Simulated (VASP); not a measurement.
Crystal: Ta.

```xyz
2
Lattice="0.0000 3.2195 3.2195 3.2195 0.0000 3.2195 3.2195 3.2195 0.0000" Properties=species:S:1:pos:R:3 pbc="T T T"
Ta    0.0000    0.0000    0.0000
Ta    1.6098    1.6098    1.6098
```

This isn't the form of Ta at room conditions, which is bcc.

```yaml
Program: VASP 6.6.1
Task: relaxation of cell and atoms
Functional: PBE
Potentials_or_basis: VASP PAW PBE potentials, release 64 (Ta_pv)
Cutoff: 600 eV
k_mesh: 9 × 9 × 9
Occupations: fermi-dirac, width 0.03 eV
Spin: no spin polarisation
```

At the start: pressure -8.6 GPa; volume 33.37 Å³/atom.

Question: How do energy, volume and symmetry change on relaxing?

Answer: Over 6 steps the energy falls by 149.0 meV/atom and the volume is 28.48 Å³/atom (-14.6 %); space group Fd-3m (No. 227, to 0.1 Å) before and after.

The path:
| step | energy change (eV) | largest force (eV/Å) | pressure (GPa) | volume (Å³) |
| --- | --- | --- | --- | --- |
| 1 | 0.0000 | 0.0000 | -8.64 | 66.74 |
| 2 | -0.1284 | 0.0000 | 9.43 | 50.82 |
| 3 | -0.2980 | 0.0000 | -0.08 | 57.04 |
| 4 | -0.2980 | 0.0000 | 0.15 | 56.85 |
| 5 | -0.2980 | 0.0000 | -0.10 | 57.05 |
| 6 | -0.2980 | 0.0000 | 0.00 | 56.97 |

Final structure:
```
CELL_PARAMETERS angstrom
0.00000 3.05396 3.05396
3.05396 0.00000 3.05396
3.05396 3.05396 0.00000
ATOMIC_POSITIONS crystal
Ta 0.00000 0.00000 0.00000
Ta 0.25000 0.25000 0.25000
```
